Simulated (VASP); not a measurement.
**LaAgGe2: single point with PBE**

Crystal: LaAgGe2.

```
CELL_PARAMETERS angstrom
3.99789 0.00000 0.00000
0.00000 3.99789 0.00000
0.00000 0.00000 9.89338
ATOMIC_POSITIONS crystal
Ag 0.75000 0.25000 0.00000
Ag 0.25000 0.75000 0.00000
La 0.25000 0.25000 0.76510
La 0.75000 0.75000 0.23490
Ge 0.25000 0.25000 0.32200
Ge 0.75000 0.75000 0.67800
Ge 0.75000 0.25000 0.50000
Ge 0.25000 0.75000 0.50000
```

```
Program                : VASP 6.6.1
Task                   : single point
Functional             : PBE
Potentials or basis    : VASP PAW PBE potentials, release 64 (Ag, La, Ge_d)
Cutoff                 : 520 eV
k mesh                 : 5 × 5 × 2
Occupations            : methfessel-paxton, width 0.1432 eV
Spin                   : no spin polarisation
Dipole correction      : no
Further INCAR settings : ALGO = Normal; EDIFF = 1e-07; NBANDS = 60
```

| Quantity | Value |
| --- | --- |
| Pressure | 15.1 GPa |
| Largest force | 0.747 eV/Å |
| Band gap on the k mesh | zero (bands 50 and 51 overlap by 0.64 eV) |

Forces on the atoms (eV/Å):
```
Ag   0.000  0.000  0.000
Ag   0.000  0.000  0.000
La   0.000  0.000 -0.696
La   0.000  0.000  0.696
Ge   0.000  0.000 -0.747
Ge   0.000  0.000  0.747
Ge   0.000  0.000  0.000
Ge   0.000  0.000  0.000
```

Stress tensor (GPa, compression positive):
```
15.69  0.00  0.00
 0.00 15.69  0.00
 0.00  0.00 13.79
```

Levels at points of the mesh, in eV from the Fermi level:
```
           k point  band 46  band 47  band 48  band 49  band 50  band 51  band 52  band 53  band 54  band 55
(0.00, 0.00, 0.00)    -3.13    -1.91    -0.76    -0.76    -0.49     0.20     1.42     1.42     1.44     1.58
(0.00, 0.00, 0.50)    -2.46    -1.61    -0.75    -0.75    -0.31    -0.09     0.49     1.33     1.33     1.43
```

Run time: 3.8 min on 1 thread of AMD EPYC 7R43 64-Core Processor (Zen 3), with other jobs on the host, peak memory 0.28 GiB.

Caveat: the cell stands under pressure; spin-orbit coupling is left out, which moves the levels of the heavy elements.
